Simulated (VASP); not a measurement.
# HfB2 (P6/mmm) in VASP: settings compared

The runs below take HfB2 through single point, with PBE, PBE+D3(BJ).

All numbers are computed with VASP 6.6.1; they aren't measurements. Logs are shortened: lines on timing, memory, paths and dates and some standing lists are left out, and cuts for length are marked.

## (1) The cell of the first run

Symmetry: P6/mmm, No. 191, hexagonal system. The conventional cell has a = 3.174 Å, b = 3.174 Å, c = 3.525 Å, α = 90.00°, β = 90.00°, γ = 120.00°. Hf (site symmetry 6/mmm) has 12 B at 2.54 Å and 6 Hf at 3.17 Å within 3.4 Å. Within 2.4 Å of B (site symmetry -6m2) lie 3 B at 1.83 Å.

## (2) Single point, PBE

Input file INCAR:

```
SYSTEM = HfB2
  PREC = Accurate
  ENCUT = 500
  EDIFF = 1E-6
  ISMEAR = 0
  SIGMA = 0.1
  LREAL = .FALSE.
  LASPH = .TRUE.
  NELM = 120
  ALGO = Normal
  ISIF = 2
  LWAVE = .FALSE.
  LCHARG = .FALSE.
  GGA = PE
  NBANDS = 15
  GGA_COMPAT = .FALSE.
```

Input file KPOINTS:

```
regular mesh
0
G
  6 6 4
  0 0 0
```

Input file POSCAR:

```
HfB2
1.0
    3.1739032730      0.0000000000      0.0000000000
   -1.5869516365      2.7486808636      0.0000000000
    0.0000000000      0.0000000000      3.5249983719
Hf B
1 2
Direct
    0.0000000000      0.0000000000      0.0000000000
    0.3333333333      0.6666666667      0.5000000000
    0.6666666667      0.3333333333      0.5000000000
```

Potentials or basis: VASP PAW PBE potentials, release 64 (Hf_pv, B).

On the command line:

```bash
$ cat potpaw_PBE.64/Hf_pv/POTCAR potpaw_PBE.64/B/POTCAR > POTCAR
$ mpirun -np 1 vasp_std > vasp.out
```

OUTCAR:

```text
SYSTEM = HfB2
   PREC = Accurate
   ENCUT = 500
   EDIFF = 1E-6
   ISMEAR = 0
   LREAL = .FALSE.
   LASPH = .TRUE.
   NELM = 120
   ISIF = 2
   GGA = PE

 ion  position               nearest neighbor table
   1  0.000  0.000  0.000-   2 2.54   3 2.54   2 2.54   3 2.54   3 2.54   3 2.54   2 2.54   2 2.54
                             3 2.54   3 2.54   2 2.54   2 2.54
   2  0.333  0.667  0.500-   3 1.83   3 1.83   3 1.83   1 2.54   1 2.54   1 2.54   1 2.54   1 2.54
                             1 2.54
   3  0.667  0.333  0.500-   2 1.83   2 1.83   2 1.83   1 2.54   1 2.54   1 2.54   1 2.54   1 2.54
                             1 2.54

  LATTYP: Found a hexagonal cell.
 ALAT       =     3.1739032730
 C/A-ratio  =     1.1106193443

  Lattice vectors:

 A1 = (   3.1739032730,   0.0000000000,   0.0000000000)
 A2 = (  -1.5869516365,   2.7486808636,   0.0000000000)
 A3 = (   0.0000000000,   0.0000000000,   3.5249983719)

Analysis of symmetry for initial positions (statically):
=====================================================================
 Subroutine PRICEL returns:
 Original cell was already a primitive cell.

 Routine SETGRP: Setting up the symmetry group for a
 hexagonal supercell.

 Subroutine GETGRP returns: Found 24 space group operations
 (whereof 24 operations were pure point group operations)
 out of a pool of 24 trial point group operations.

The static configuration has the point symmetry D_6h.

Analysis of symmetry for dynamics (positions and initial velocities):
=====================================================================
 Subroutine PRICEL returns:
 Original cell was already a primitive cell.

 Routine SETGRP: Setting up the symmetry group for a
 hexagonal supercell.

 Subroutine GETGRP returns: Found 24 space group operations
 (whereof 24 operations were pure point group operations)
 out of a pool of 24 trial point group operations.

The dynamic configuration has the point symmetry D_6h.

 Subroutine INISYM returns: Found 24 space group operations
 (whereof 24 operations are pure point group operations),
 and found     1 'primitive' translations

----------------------------------------------------------------------------------------

                                     Primitive cell

  volume of cell :      30.7523

  direct lattice vectors                    reciprocal lattice vectors
     3.173903273  0.000000000  0.000000000     0.315069463  0.181905439  0.000000000
    -1.586951637  2.748680864  0.000000000     0.000000000  0.363810879  0.000000000
     0.000000000  0.000000000  3.524998372     0.000000000  0.000000000  0.283688074

  length of vectors
     3.173903273  3.173903273  3.524998372     0.363810879  0.363810879  0.283688074

  position of ions in fractional coordinates (direct lattice)
     0.000000000  0.000000000  0.000000000
     0.333333333  0.666666667  0.500000000
     0.666666667  0.333333333  0.500000000

  ion indices of the primitive-cell ions
   primitive index   ion index
                 1           1
                 2           2
                 3           3

----------------------------------------------------------------------------------------

 KPOINTS: regular mesh

Automatic generation of k-mesh.
 Grid dimensions read from file:
 generate k-points for:    6    6    4

 Generating k-lattice:

  Cartesian coordinates                     Fractional coordinates (reciprocal lattice)
     0.052511577  0.030317573  0.000000000     0.166666667 -0.000000000  0.000000000
     0.000000000  0.060635146  0.000000000     0.000000000  0.166666667  0.000000000
     0.000000000  0.000000000  0.070922019     0.000000000  0.000000000  0.250000000

  Length of vectors
     0.060635146  0.060635146  0.070922019

  Shift w.r.t. Gamma in fractional coordinates (k-lattice)
     0.000000000  0.000000000  0.000000000

 Subroutine IBZKPT returns following result:
 ===========================================

 Found     21 irreducible k-points:

 Following reciprocal coordinates:
            Coordinates               Weight
  0.000000  0.000000  0.000000      1.000000
  0.166667  0.000000  0.000000      6.000000
  0.333333 -0.000000  0.000000      6.000000
  0.500000 -0.000000  0.000000      3.000000
  0.166667  0.166667  0.000000      6.000000
  0.333333  0.166667  0.000000     12.000000
[... 13 lines left out ...]
  0.333333  0.166667  0.500000     12.000000
  0.333333  0.333333  0.500000      2.000000
   k-points           NKPTS =     21   k-points in BZ     NKDIM =     21   number of bands    NBANDS=     15
   number of dos      NEDOS =    301   number of ions     NIONS =      3
   total plane-waves  NPLWV =  16128
   dimension x,y,z NGX =    24 NGY =   24 NGZ =   28
   dimension x,y,z NGXF=    48 NGYF=   48 NGZF=   56
   ions per type =               1   2
   NGX,Y,Z   is equivalent  to a cutoff of  12.57, 12.57, 13.21 a.u.
   NGXF,Y,Z  is equivalent  to a cutoff of  25.14, 25.14, 26.41 a.u.
 SYSTEM =  HfB2
   PREC   = accura    normal or accurate (medium, high low for compatibility)
   ISTART =      0    job   : 0-new  1-cont  2-samecut
   ICHARG =      2    charge: 1-file 2-atom 10-const
   ISPIN  =      1    spin polarized calculation?
   LNONCOLLINEAR =      F non collinear calculations
   LSORBIT =      F    spin-orbit coupling
   LASPH  =      T    aspherical Exc in radial PAW
   ENCUT  =  500.0 eV  36.75 Ry    6.06 a.u.   5.79  5.79  6.43*2*pi/ulx,y,z
   NELM   =    120;   NELMIN=  2; NELMDL= -5     # of ELM steps
   EDIFF  = 0.1E-05   stopping-criterion for ELM
   LREAL  =      F    real-space projection
   EDIFFG = 0.1E-04   stopping-criterion for IOM
   NSW    =      0    number of steps for IOM
   IBRION =     -1    ionic relax: 0-MD 1-quasi-New 2-CG
   NFREE  =      0    steps in history (QN), initial steepest desc. (CG)
   ISIF   =      2    stress and relaxation
   ISYM   =      2    0-nonsym 1-usesym 2-fastsym
   POTIM  = 0.5000    time-step for ionic-motion
   TEBEG  =    0.0;   TEEND  =   0.0 temperature during run
   PSTRESS=    0.0 pullay stress
   NELECT =      16.0000    total number of electrons
   NUPDOWN=      -1.0000    fix difference up-down
   EMIN   =  10.00;   EMAX   =-10.00  energy-range for DOS
   EFERMI =   0.00;   METHOD = LEGACY
   ISMEAR =     0;   SIGMA  =   0.10  broadening in eV -4-tet -1-fermi 0-gaus
   EFERMI_NEDOS =   21; number of points for ismear=-14 and -15
   IALGO  =     38    algorithm
   IMIX   =      4    mixing-type and parameters
     AMIX     =   0.40;   BMIX     =  1.00
     AMIX_MAG =   1.60;   BMIX_MAG =  1.00
  volume/ion in A,a.u.               =      10.25        69.18
  Fermi-wavevector in a.u.,A,eV,Ry     =   1.316707  2.488216 23.588660  1.733718
  Thomas-Fermi vector in A             =   2.446800
   LORBIT       =      0    0 simple, 1 ext, 2 COOP (PROOUT), +10 PAW based schemes
   GGA     = PE    functional components
   LHFCALC =     F    Hartree Fock is set to
   AEXX    =    0.0000 exact exchange contribution
   IVDW    =     0    specifies the selected vdW correction
   LEPSILON=     F    determine dielectric tensor
   LRPA    =     F    only Hartree local field effects (RPA)
 non-spin polarized calculation
 Gauss-broadening in eV      SIGMA  =   0.10
  energy-cutoff  :      500.00
  volume of cell :       30.75
 maximum number of plane-waves:       787
 NGX is ok and might be reduce to    24
   NGX = 11   NGY = 11   NGZ = 13

 number of electron      16.0000000 magnetization

 Free energy of the ion-electron system (eV)
  ---------------------------------------------------
  ext. energy  EPLUGINS =         0.00000000
  ---------------------------------------------------
  free energy    TOTEN  =       -26.33321778 eV

  energy without entropy =      -26.32947258  energy(sigma->0) =      -26.33134518

 E-fermi :   7.0563     XC(G=0): -12.4366

 val. band max:        6.7329903167   @ k =   0.3333   0.1667   0.0000
 cond. band min:       7.1039454797   @ k =   0.3333   0.1667   0.0000
 fundamental gap:      0.3709551631
 Fermi energy:         7.0562524405

 k-point     1 :       0.0000    0.0000    0.0000
  band No.  band energies     occupation
      1     -23.3594      2.00000
      2     -22.8756      2.00000
      3     -22.8756      2.00000
      4      -6.1608      2.00000
      5       4.4756      2.00000
      6       4.5888      2.00000
      7       4.5888      2.00000
      8       4.5898      2.00000
      9      11.2551      0.00000
     10      11.2551      0.00000
     11      11.8696      0.00000
     12      11.8696      0.00000
     13      12.1687      0.00000
     14      12.2578      0.00000
     15      12.2578      0.00000

 k-point     2 :       0.1667    0.0000    0.0000
  band No.  band energies     occupation
      1     -23.3305      2.00000
      2     -23.0528      2.00000
      3     -22.9154      2.00000
      4      -5.5955      2.00000
      5       3.1432      2.00000
      6       4.1893      2.00000
      7       4.5087      2.00000
      8       4.9743      2.00000
      9       9.7474      0.00000
     10      10.8985      0.00000
     11      10.9600      0.00000
     12      11.5752      0.00000
     13      13.0833      0.00000
     14      14.1429      0.00000
     15      14.2345      0.00000

 k-point     3 :       0.3333   -0.0000    0.0000
  band No.  band energies     occupation
      1     -23.3904      2.00000
      2     -23.2723      2.00000
      3     -22.9942      2.00000
      4      -4.0837      2.00000
      5       0.6081      2.00000
      6       3.6014      2.00000
      7       4.1983      2.00000
      8       5.0540      2.00000
      9      10.1011      0.00000
     10      10.2003      0.00000
     11      10.2870      0.00000
     12      11.8508      0.00000
     13      13.1020      0.00000
     14      16.0474      0.00000
     15      17.3350      0.00000

 k-point     4 :       0.5000   -0.0000    0.0000
  band No.  band energies     occupation
      1     -23.5517      2.00000
      2     -23.2429      2.00000
      3     -23.0330      2.00000
      4      -2.2072      2.00000
      5      -1.6239      2.00000
      6       3.3769      2.00000
      7       4.0071      2.00000
      8       4.6397      2.00000
      9       9.4210      0.00000
     10      10.0187      0.00000
     11      12.7061      0.00000
     12      12.9153      0.00000
     13      13.4765      0.00000
     14      14.3712      0.00000
     15      18.0632      0.00000
[... 253 lines left out ...]
 k-point    19 :       0.1667    0.1667    0.5000
  band No.  band energies     occupation
      1     -23.4999      2.00000
      2     -23.2454      2.00000
      3     -22.9863      2.00000
      4      -3.3864      2.00000
      5       1.3831      2.00000
      6       1.8575      2.00000
      7       3.1098      2.00000
      8       5.3338      2.00000
      9      10.2670      0.00000
     10      11.0867      0.00000
     11      11.1420      0.00000
     12      11.8145      0.00000
     13      16.0951      0.00000
     14      16.3401      0.00000
     15      16.5853      0.00000

 k-point    20 :       0.3333    0.1667    0.5000
  band No.  band energies     occupation
      1     -23.4425      2.00000
      2     -23.4318      2.00000
      3     -23.0978      2.00000
      4      -2.6913      2.00000
      5      -0.1137      2.00000
      6       2.3008      2.00000
      7       3.1659      2.00000
      8       4.5116      2.00000
      9      11.4072      0.00000
     10      12.2551      0.00000
     11      12.9109      0.00000
     12      14.1528      0.00000
     13      14.6466      0.00000
     14      14.8436      0.00000
     15      15.9267      0.00000

 k-point    21 :       0.3333    0.3333    0.5000
  band No.  band energies     occupation
      1     -23.4233      2.00000
      2     -23.3165      2.00000
      3     -23.3165      2.00000
      4      -1.5922      2.00000
      5      -1.5922      2.00000
      6       1.9464      2.00000
      7       4.2709      2.00000
      8       4.2709      2.00000
      9      11.5731      0.00000
     10      12.5754      0.00000
     11      13.9723      0.00000
     12      13.9723      0.00000
     13      14.4528      0.00000
     14      14.4528      0.00000
     15      16.5961      0.00000

------------------------ aborting loop because EDIFF is reached ----------------------------------------

  FORCE on cell =-STRESS in cart. coord.  units (eV):
  Direction    XX          YY          ZZ          XY          YZ          ZX
  --------------------------------------------------------------------------------------
  -------------------------------------------------------------------------------------
  Total       -1.2135747     -1.2135747     -1.6313799      0.0000000      0.0000000      0.0000000
  in kB      -63.2266500    -63.2266500    -84.9940941      0.0000000      0.0000000      0.0000000
  external PRESSURE =     -70.4824647 kB  Pullay stress =       0.0000000 kB

 VOLUME and BASIS-vectors are now :
 -----------------------------------------------------------------------------
  energy-cutoff  :      500.00
  volume of cell :       30.75
      direct lattice vectors                 reciprocal lattice vectors
     3.173903273  0.000000000  0.000000000     0.315069463  0.181905439  0.000000000
    -1.586951637  2.748680864  0.000000000     0.000000000  0.363810879  0.000000000
     0.000000000  0.000000000  3.524998372     0.000000000  0.000000000  0.283688074

 POSITION                                       TOTAL-FORCE (eV/Angst)
 -----------------------------------------------------------------------------------
      0.00000      0.00000      0.00000        -0.000000      0.000000      0.000000
     -0.00000      1.83245      1.76250        -0.000000     -0.000000      0.000000
      1.58695      0.91623      1.76250         0.000000      0.000000     -0.000000
 -----------------------------------------------------------------------------------
    total drift:                               -0.000000      0.000000     -0.000000

  FREE ENERGIE OF THE ION-ELECTRON SYSTEM (eV)
  ---------------------------------------------------
  free  energy   TOTEN  =       -26.3332177792 eV

  energy  without entropy=      -26.3294725757  energy(sigma->0) =      -26.33134518
```

Wall time 4.2 s (1 thread of Intel Xeon 6975P-C (Granite Rapids), shared host); peak memory 0.14 GiB.

What came out:

| Item | Value |
| --- | --- |
| Free energy | -26.3332 eV |
| Pressure | -7.0 GPa |
| Band gap on the k mesh | zero (band 8 reaches 7.72 eV, above the bottom of band 9 at 7.10 eV) |

Caveat: the k points lie up to 0.45 Å⁻¹ apart; spin-orbit coupling is left out, which moves the levels of the heavy elements.

## (3) Single point, PBE+D3(BJ)

This run uses another cell than the first one, of 10.94 Å³/atom, 1.067 times its volume.

Input file INCAR:

```
ALGO     = Normal         # electronic algorithm
EDIFF    = 1E-6           # SCF threshold, eV
ENCUT    = 500            # plane-wave cutoff, eV
GGA      = PE             # functional
GGA_COMPAT= False        
ISIF     = 2              # what is computed and relaxed
ISMEAR   = 0              # smearing method
IVDW     = 12             # dispersion correction
LASPH    = True           # aspherical terms in the spheres
LCHARG   = True           # write CHGCAR
LELF     = True           # ELF
LREAL    = False          # projectors in reciprocal space
LVHAR    = True         
LWAVE    = False          # write WAVECAR
NBANDS   = 15             # bands
NELM     = 120            # most SCF steps
PREC     = Accurate       # precision mode
SIGMA    = 0.1            # smearing width, eV
```

Input file KPOINTS:

```
k-points
0
Gamma
  6 6 4
```

Input file POSCAR:

```
HfB2
1.0
    3.2435721813      0.0000000000      0.0000000000
   -1.6217860906      2.8090159080      0.0000000000
    0.0000000000      0.0000000000      3.6023740091
Hf B
1 2
Direct
    0.0000000000      0.0000000000      0.0000000000
    0.3333333333      0.6666666667      0.5000000000
    0.6666666667      0.3333333333      0.5000000000
```

Potentials or basis: VASP PAW PBE potentials, release 64 (Hf_pv, B).

On the command line:

```bash
$ cat potpaw_PBE.64/Hf_pv/POTCAR potpaw_PBE.64/B/POTCAR > POTCAR
$ mpirun -np 1 vasp_std > vasp.out
```

Wall time 5.3 s (1 thread of Intel Xeon 6975P-C (Granite Rapids), shared host); peak memory 0.15 GiB.

The run converged. Its results:

```yaml
Free_energy: -27.1353 eV
Pressure: -24.8 GPa
Band_gap_on_the_k_mesh: zero (band 8 reaches 7.20 eV, above the bottom of band 9 at 6.62 eV)
Dispersion_energy_per_atom: -0.327 eV
```

Stress tensor (GPa, compression positive):
```
-24.87   0.00   0.00
  0.00 -24.87   0.00
  0.00   0.00 -24.66
```

Levels at points of the mesh, in eV from the Fermi level:
| k point | band 6 | band 7 | band 8 | band 9 | band 10 | band 11 |
| --- | --- | --- | --- | --- | --- | --- |
| (0.00, 0.00, 0.00) | -2.44 | -2.35 | -2.35 | 3.87 | 3.87 | 4.47 |
| (0.50, 0.00, 0.00) | -3.47 | -2.97 | -2.25 | 2.22 | 2.75 | 5.14 |
| (0.00, 0.00, 0.50) | -0.83 | -0.83 | 0.63 | 0.63 | 1.25 | 1.25 |
| (0.50, 0.00, 0.50) | -4.28 | -4.03 | -2.47 | 3.79 | 3.90 | 5.85 |

Caveat: the k points lie up to 0.44 Å⁻¹ apart; spin-orbit coupling is left out, which moves the levels of the heavy elements; pairwise dispersion overbinds metals, which lowers pressure and volume.

## (4) Single point, PBE

This run uses another cell than the first one, of 11.73 Å³/atom, 1.144 times its volume.

Input file INCAR:

```
  ALGO = Normal
  EDIFF = 1E-6
  ENCUT = 500
  GGA = PE
  GGA_COMPAT = False
  ISIF = 2
  ISMEAR = 0
  LASPH = True
  LCHARG = False
  LREAL = False
  LWAVE = False
  NBANDS = 15
  NELECT = 15.9
  NELM = 120
  PREC = Accurate
  SIGMA = 0.1
```

KPOINTS is that of step 3.

Input file POSCAR:

```
HfB2
1.0
    3.3196953328      0.0000000000      0.0000000000
   -1.6598476664      2.8749404911      0.0000000000
    0.0000000000      0.0000000000      3.6869178538
Hf B
1 2
Direct
    0.0000000000      0.0000000000      0.0000000000
    0.3333333333      0.6666666667      0.5000000000
    0.6666666667      0.3333333333      0.5000000000
```

On the command line:

```bash
$ cat potpaw_PBE.64/Hf_pv/POTCAR potpaw_PBE.64/B/POTCAR > POTCAR
$ mpirun -np 1 vasp_std > vasp.out
```

Wall time 5 s (1 thread of Intel Xeon 6975P-C (Granite Rapids), shared host); peak memory 0.14 GiB.

The run converged. Its results:

- Free energy: -26.3783 eV

Levels at points of the mesh, in eV from the Fermi level:
| k point | band 5 | band 6 | band 7 | band 8 | band 9 | band 10 | band 11 | band 12 |
| --- | --- | --- | --- | --- | --- | --- | --- | --- |
| (0.00, 0.00, 0.00) | -2.24 | -2.10 | -2.02 | -2.02 | 3.74 | 3.74 | 4.31 | 4.31 |
| (0.50, 0.00, 0.00) | -8.28 | -3.05 | -2.66 | -1.88 | 2.30 | 2.74 | 4.82 | 5.13 |
| (0.00, 0.00, 0.50) | -7.16 | -0.59 | -0.59 | 0.80 | 0.80 | 1.37 | 1.37 | 2.28 |
| (0.50, 0.00, 0.50) | -6.66 | -3.84 | -3.62 | -2.31 | 3.65 | 3.74 | 5.52 | 6.12 |

Caveat: the k points lie up to 0.43 Å⁻¹ apart; the cell carries a net charge on a neutralising background, which shifts energy and pressure; the cell is charged against a uniform background, so pressure and absolute levels hang on convention; spin-orbit coupling is left out, which moves the levels of the heavy elements.
